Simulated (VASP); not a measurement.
# Ti (I4/mmm) in VASP: single point with r2SCAN

Aim: the single point of Ti with r2SCAN.

Everything below comes from runs of VASP 6.6.1. Logs are shortened: lines on timing, memory, paths and dates and some standing lists are left out, and cuts for length are marked.

**1. The cell of the first run**

It takes space group I4/mmm (No. 139, tetragonal). The conventional cell has a = 3.252 Å, b = 3.252 Å, c = 3.089 Å, α = 90.00°, β = 90.00°, γ = 90.00°. Within 3.7 Å of Ti (site symmetry 4/mmm) lie 14 Ti at 2.77 to 3.25 Å.

**2. Single point, r2SCAN (strain -0.0500 x Voigt [1, 0, 0, 0, 0, 0])**

Contents of POSCAR:

```
Ti
1.0
   -1.5446001259      1.6258948694      1.6258948694
    1.5446001259     -1.6258948694      1.6258948694
    1.5446001259      1.6258948694     -1.6258948694
Ti
1
Direct
    0.0000000000      0.0000000000      0.0000000000
```

Contents of INCAR.step1:

```
PREC = Accurate
ENCUT = 520
ISMEAR = 0
SIGMA = 0.15
LREAL = False
LASPH = True
NELM = 80
NBANDS = 12
GGA = PE
ALGO = Normal
EDIFF = 1E-4
LWAVE = True
LCHARG = False
```

Contents of INCAR.step2:

```
PREC = Accurate
ENCUT = 520
EDIFF = 1E-6
ISMEAR = 0
SIGMA = 0.15
LREAL = False
LASPH = True
NELM = 80
ALGO = Normal
ISIF = 2
LWAVE = False
LCHARG = True
METAGGA = R2SCAN
LMIXTAU = True
LELF = True
LVHAR = True
NBANDS = 12
ISTART = 1
```

Contents of KPOINTS:

```
Automatic mesh
0
Gamma
  26 26 26
```

Potentials or basis: VASP PAW PBE potentials, release 64 (Ti_sv).

Run with:

```bash
> cat potpaw_PBE.64/Ti_sv/POTCAR > POTCAR
> cp INCAR.step1 INCAR
> mpirun -np 1 vasp_std > vasp.out
> cp INCAR.step2 INCAR
> mpirun -np 1 vasp_std > vasp.out
```

OUTCAR:

```text
PREC = Accurate
   ENCUT = 520
   EDIFF = 1E-6
   ISMEAR = 0
   LREAL = False
   LASPH = True
   NELM = 80
   ISIF = 2
   METAGGA = R2SCAN
   ISTART = 1

 ion  position               nearest neighbor table
   1  0.000  0.000  0.000-

  LATTYP: Found a body centered tetragonal cell.
 ALAT       =     3.2517897388
 C/A-ratio  =     0.9500000000

  Lattice vectors:

 A1 = (  -1.5446001259,   1.6258948694,  -1.6258948694)
 A2 = (  -1.5446001259,  -1.6258948694,   1.6258948694)
 A3 = (   1.5446001259,   1.6258948694,   1.6258948694)

Analysis of symmetry for initial positions (statically):
=====================================================================
 Subroutine PRICEL returns:
 Original cell was already a primitive cell.

 Routine SETGRP: Setting up the symmetry group for a
 body centered tetragonal supercell.

 Subroutine GETGRP returns: Found 16 space group operations
 (whereof 16 operations were pure point group operations)
 out of a pool of 16 trial point group operations.

The static configuration has the point symmetry D_4h.

Analysis of symmetry for dynamics (positions and initial velocities):
=====================================================================
 Subroutine PRICEL returns:
 Original cell was already a primitive cell.

 Routine SETGRP: Setting up the symmetry group for a
 body centered tetragonal supercell.

 Subroutine GETGRP returns: Found 16 space group operations
 (whereof 16 operations were pure point group operations)
 out of a pool of 16 trial point group operations.

The dynamic configuration has the point symmetry D_4h.

 Subroutine INISYM returns: Found 16 space group operations
 (whereof 16 operations are pure point group operations),
 and found     1 'primitive' translations

----------------------------------------------------------------------------------------

                                     Primitive cell

  volume of cell :      16.3328

  direct lattice vectors                    reciprocal lattice vectors
    -1.544600126  1.625894869  1.625894869     0.000000000  0.307522958  0.307522958
     1.544600126 -1.625894869  1.625894869     0.323708377  0.000000000  0.307522958
     1.544600126  1.625894869 -1.625894869     0.323708377  0.307522958  0.000000000

  length of vectors
     2.769992383  2.769992383  2.769992383     0.434903138  0.446494662  0.446494662

  position of ions in fractional coordinates (direct lattice)
     0.000000000  0.000000000  0.000000000

  ion indices of the primitive-cell ions
   primitive index   ion index
                 1           1

----------------------------------------------------------------------------------------

 KPOINTS: Automatic mesh

Automatic generation of k-mesh.
 Grid dimensions read from file:
 generate k-points for:   26   26   26

 Generating k-lattice:

  Cartesian coordinates                     Fractional coordinates (reciprocal lattice)
     0.000000000  0.011827806  0.011827806     0.038461538  0.000000000  0.000000000
     0.012450322  0.000000000  0.011827806     0.000000000  0.038461538 -0.000000000
     0.012450322  0.011827806  0.000000000     0.000000000 -0.000000000  0.038461538

  Length of vectors
     0.016727044  0.017172872  0.017172872

  Shift w.r.t. Gamma in fractional coordinates (k-lattice)
     0.000000000  0.000000000  0.000000000

 Subroutine IBZKPT returns following result:
 ===========================================

 Found   1330 irreducible k-points:

 Following reciprocal coordinates:
            Coordinates               Weight
  0.000000  0.000000  0.000000      1.000000
  0.038462  0.000000  0.000000      4.000000
  0.076923  0.000000  0.000000      4.000000
  0.115385  0.000000  0.000000      4.000000
  0.153846  0.000000  0.000000      4.000000
  0.192308  0.000000  0.000000      4.000000
[... 16 lines left out ...]
  0.307692  0.038462  0.000000     16.000000
  0.346154  0.038462  0.000000     16.000000
 [... further k-points ...]
   k-points           NKPTS =   1330   k-points in BZ     NKDIM =   1330   number of bands    NBANDS=     12
   number of dos      NEDOS =    301   number of ions     NIONS =      1
   total plane-waves  NPLWV =  13824
   dimension x,y,z NGX =    24 NGY =   24 NGZ =   24
   dimension x,y,z NGXF=    48 NGYF=   48 NGZF=   48
   ions per type =               1
   NGX,Y,Z   is equivalent  to a cutoff of  14.40, 14.40, 14.40 a.u.
   NGXF,Y,Z  is equivalent  to a cutoff of  28.81, 28.81, 28.81 a.u.
 SYSTEM =  unknown system
   PREC   = accura    normal or accurate (medium, high low for compatibility)
   ISTART =      1    job   : 0-new  1-cont  2-samecut
   ICHARG =      0    charge: 1-file 2-atom 10-const
   ISPIN  =      1    spin polarized calculation?
   LNONCOLLINEAR =      F non collinear calculations
   LSORBIT =      F    spin-orbit coupling
   LASPH  =      T    aspherical Exc in radial PAW
   ENCUT  =  520.0 eV  38.22 Ry    6.18 a.u.   5.15  5.15  5.15*2*pi/ulx,y,z
   NELM   =     80;   NELMIN=  2; NELMDL=  0     # of ELM steps
   EDIFF  = 0.1E-05   stopping-criterion for ELM
   LREAL  =      F    real-space projection
   EDIFFG = 0.1E-04   stopping-criterion for IOM
   NSW    =      0    number of steps for IOM
   IBRION =     -1    ionic relax: 0-MD 1-quasi-New 2-CG
   NFREE  =      0    steps in history (QN), initial steepest desc. (CG)
   ISIF   =      2    stress and relaxation
   ISYM   =      2    0-nonsym 1-usesym 2-fastsym
   POTIM  = 0.5000    time-step for ionic-motion
   TEBEG  =    0.0;   TEEND  =   0.0 temperature during run
   PSTRESS=    0.0 pullay stress
   NELECT =      12.0000    total number of electrons
   NUPDOWN=      -1.0000    fix difference up-down
   EMIN   =  10.00;   EMAX   =-10.00  energy-range for DOS
   EFERMI =   0.00;   METHOD = LEGACY
   ISMEAR =     0;   SIGMA  =   0.15  broadening in eV -4-tet -1-fermi 0-gaus
   EFERMI_NEDOS =   21; number of points for ismear=-14 and -15
   IALGO  =     38    algorithm
   IMIX   =      4    mixing-type and parameters
     AMIX     =   0.40;   BMIX     =  1.00
     AMIX_MAG =   1.60;   BMIX_MAG =  1.00
  volume/ion in A,a.u.               =      16.33       110.22
  Fermi-wavevector in a.u.,A,eV,Ry     =   1.477230  2.791561 29.690767  2.182210
  Thomas-Fermi vector in A             =   2.591660
   LORBIT       =      0    0 simple, 1 ext, 2 COOP (PROOUT), +10 PAW based schemes
   METAGGA = R2SCAN    functional components
   LHFCALC =     F    Hartree Fock is set to
   AEXX    =    0.0000 exact exchange contribution
   IVDW    =     0    specifies the selected vdW correction
   LEPSILON=     F    determine dielectric tensor
   LRPA    =     F    only Hartree local field effects (RPA)
 non-spin polarized calculation
 Gauss-broadening in eV      SIGMA  =   0.15
  energy-cutoff  :      520.00
  volume of cell :       16.33
 maximum number of plane-waves:       454
 NGX is ok and might be reduce to    24
   NGX = 11   NGY = 11   NGZ = 11

 number of electron      12.0000001 magnetization

 Free energy of the ion-electron system (eV)
  ---------------------------------------------------
  ext. energy  EPLUGINS =         0.00000000
  ---------------------------------------------------
  free energy    TOTEN  =       -12.80966048 eV

  energy without entropy =      -12.78676417  energy(sigma->0) =      -12.79821233

 E-fermi :   8.7927     XC(G=0): -12.7187

 val. band max:        8.7921571238   @ k =   0.3077  -0.2308   0.1538
 cond. band min:       8.7933282303   @ k =   0.3846   0.1538   0.0769
 fundamental gap:      0.0011711065
 Fermi energy:         8.7927366594

 k-point     1 :       0.0000    0.0000    0.0000
  band No.  band energies     occupation
      1     -49.9971      2.00000
      2     -24.7226      2.00000
      3     -24.7213      2.00000
      4     -24.7213      2.00000
      5       2.3239      2.00000
      6       9.6960      0.00000
      7      10.1509      0.00000
      8      10.1509      0.00000
      9      11.6153      0.00000
     10      12.1472      0.00000
     11      26.9853      0.00000
     12      26.9853      0.00000

 k-point     2 :       0.0385    0.0000    0.0000
  band No.  band energies     occupation
      1     -49.9947      2.00000
      2     -24.7343      2.00000
      3     -24.7261      2.00000
      4     -24.7211      2.00000
      5       2.3779      2.00000
      6       9.6922      0.00000
      7      10.1273      0.00000
      8      10.1903      0.00000
      9      11.5819      0.00000
     10      12.1440      0.00000
     11      26.9209      0.00000
     12      26.9966      0.00000

 k-point     3 :       0.0769    0.0000    0.0000
  band No.  band energies     occupation
      1     -49.9875      2.00000
      2     -24.7722      2.00000
      3     -24.7362      2.00000
      4     -24.7206      2.00000
      5       2.5382      2.00000
      6       9.6758      0.00000
      7      10.0584      0.00000
      8      10.3074      0.00000
      9      11.4929      0.00000
     10      12.1352      0.00000
     11      26.7096      0.00000
     12      27.0123      0.00000

 k-point     4 :       0.1154    0.0000    0.0000
  band No.  band energies     occupation
      1     -49.9761      2.00000
      2     -24.8327      2.00000
      3     -24.7526      2.00000
      4     -24.7197      2.00000
      5       2.7989      2.00000
      6       9.6329      0.00000
      7       9.9502      0.00000
      8      10.4989      0.00000
      9      11.3793      0.00000
     10      12.1232      0.00000
     11      26.3109      0.00000
     12      26.9786      0.00000

 k-point     5 :       0.1538    0.0000    0.0000
  band No.  band energies     occupation
      1     -49.9609      2.00000
      2     -24.9118      2.00000
      3     -24.7740      2.00000
      4     -24.7186      2.00000
      5       3.1502      2.00000
      6       9.5461      0.00000
      7       9.8114      0.00000
      8      10.7587      0.00000
      9      11.2825      0.00000
     10      12.1110      0.00000
     11      25.6967      0.00000
     12      26.8236      0.00000
[... 228 lines left out ...]
      1     -49.9117      2.00000
      2     -25.1593      2.00000
      3     -24.8421      2.00000
      4     -24.7200      2.00000
      5       4.3468      2.00000
      6       9.1311      0.00142
      7       9.3902      0.00000
      8      11.2593      0.00000
      9      11.6809      0.00000
     10      12.1146      0.00000
     11      23.4064      0.00000
     12      25.7340      0.00000

 k-point    22 :       0.2692    0.0385   -0.0000
  band No.  band energies     occupation
      1     -49.8916      2.00000
      2     -25.2587      2.00000
      3     -24.8709      2.00000
      4     -24.7185      2.00000
      5       4.8470      2.00000
      6       8.9950      0.05647
      7       9.2275      0.00004
      8      11.3308      0.00000
      9      12.0909      0.00000
     10      12.1283      0.00000
     11      22.3342      0.00000
     12      25.1981      0.00000

 k-point    23 :       0.3077    0.0385    0.0000
  band No.  band energies     occupation
      1     -49.8725      2.00000
      2     -25.3513      2.00000
      3     -24.8979      2.00000
      4     -24.7172      2.00000
      5       5.3030      2.00000
      6       8.9434      0.15546
      7       9.0801      0.00675
      8      11.4168      0.00000
      9      12.1398      0.00000
     10      12.5107      0.00000
     11      21.2724      0.00000
     12      24.6869      0.00000

 k-point    24 :       0.3462    0.0385    0.0000
  band No.  band energies     occupation
      1     -49.8557      2.00000
      2     -25.4322      2.00000
      3     -24.9215      2.00000
      4     -24.7161      2.00000
      5       5.6634      2.00000
      6       8.9483      0.14257
      7       9.0204      0.03180
      8      11.4967      0.00000
      9      12.1604      0.00000
     10      12.9019      0.00000
     11      20.2824      0.00000
     12      24.2387      0.00000

 [... further k-points ...]
[... 5 lines left out ...]
  --------------------------------------------------------------------------------------
  -------------------------------------------------------------------------------------
  Total        0.5436042      0.7647829      0.7647829      0.0000000      0.0000000      0.0000000
  in kB       53.3251926     75.0218532     75.0218532      0.0000000      0.0000000      0.0000000
  external PRESSURE =      67.7896330 kB  Pullay stress =       0.0000000 kB

 VOLUME and BASIS-vectors are now :
 -----------------------------------------------------------------------------
  energy-cutoff  :      520.00
  volume of cell :       16.33
      direct lattice vectors                 reciprocal lattice vectors
    -1.544600126  1.625894869  1.625894869     0.000000000  0.307522958  0.307522958
     1.544600126 -1.625894869  1.625894869     0.323708377  0.000000000  0.307522958
     1.544600126  1.625894869 -1.625894869     0.323708377  0.307522958  0.000000000

 POSITION                                       TOTAL-FORCE (eV/Angst)
 -----------------------------------------------------------------------------------
      0.00000      0.00000      0.00000         0.000000      0.000000      0.000000
 -----------------------------------------------------------------------------------
    total drift:                               -0.000000      0.000000      0.000000

  FREE ENERGIE OF THE ION-ELECTRON SYSTEM (eV)
  ---------------------------------------------------
  free  energy   TOTEN  =       -12.8096604821 eV

  energy  without entropy=      -12.7867641709  energy(sigma->0) =      -12.79821233
```

Run time: 34 min. Hardware: 1 thread of Oxide Virtual Turin-like, shared host; peak memory 0.33 GiB.

Results:

```yaml
Free_energy: -12.8097 eV
Pressure: 6.8 GPa
Band_gap_on_the_k_mesh: zero (bands 6 and 7 overlap by 1.88 eV)
```

Stress tensor (GPa, compression positive):
```
5.33 0.00 0.00
0.00 7.50 0.00
0.00 0.00 7.50
```

Levels at points of the mesh, in eV from the Fermi level:
```csv
k point,band 3,band 4,band 5,band 6,band 7,band 8,band 9,band 10
"(0.00, 0.00, 0.00)",-33.51,-33.51,-6.47,0.90,1.36,1.36,2.82,3.35
"(0.50, 0.00, 0.00)",-33.75,-33.50,-2.75,-0.05,0.90,2.79,3.39,4.79
"(0.00, 0.50, 0.00)",-33.78,-33.54,-2.75,-0.57,1.30,3.18,3.69,4.83
"(0.50, 0.50, 0.50)",-34.11,-34.02,-2.58,-2.44,4.41,4.41,4.48,8.76
```

Caveat: the cell differs from its parent crystal (strain -0.0500 x Voigt [1, 0, 0, 0, 0, 0]); the cell stands under pressure; the PAW data sets were made with another functional, which shifts forces and pressure a little.
